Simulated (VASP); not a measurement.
BN: single point with PBEsol

BN:

```
CELL_PARAMETERS angstrom
0.00000 1.80285 1.80285
1.80285 0.00000 1.80285
1.80285 1.80285 0.00000
ATOMIC_POSITIONS crystal
B 0.00000 0.00000 0.00000
N 0.75000 0.75000 0.75000
```

```json
{"Program": "VASP 6.6.1", "Task": "single point", "Functional": "PBEsol", "Potentials or basis": "VASP PAW PBE potentials, release 64 (B, N)", "Cutoff": "520 eV", "k mesh": "12 × 12 × 12", "Occupations": "gaussian, width 0.01 eV", "Spin": "no spin polarisation"}
```

- Pressure: 0.6 GPa
- Band gap on the k mesh: 4.28 eV (least direct gap 8.80 eV)

Levels at points of the mesh, in eV from the valence-band top:
| k point | band 1 | band 2 | band 3 | band 4 | band 5 | band 6 | band 7 | band 8 | band 9 |
| --- | --- | --- | --- | --- | --- | --- | --- | --- | --- |
| (0.00, 0.00, 0.00) | -20.34 | 0.00 | 0.00 | 0.00 | 8.80 | 8.80 | 8.80 | 10.39 | 24.66 |
| (0.50, 0.00, 0.00) | -16.04 | -10.85 | -1.96 | -1.96 | 10.19 | 10.66 | 10.66 | 15.15 | 23.30 |
| (0.50, 0.50, 0.00) | -14.65 | -9.02 | -4.98 | -4.98 | 4.28 | 9.13 | 18.00 | 18.00 | 20.75 |

It took 4.7 s on 1 thread of AMD EPYC 9R45 96-Core Processor (Zen 5), on a shared host, peak memory 0.09 GiB.

Caveat: the PAW data sets were made with another functional, which shifts forces and pressure a little. A k mesh can miss the band edges.
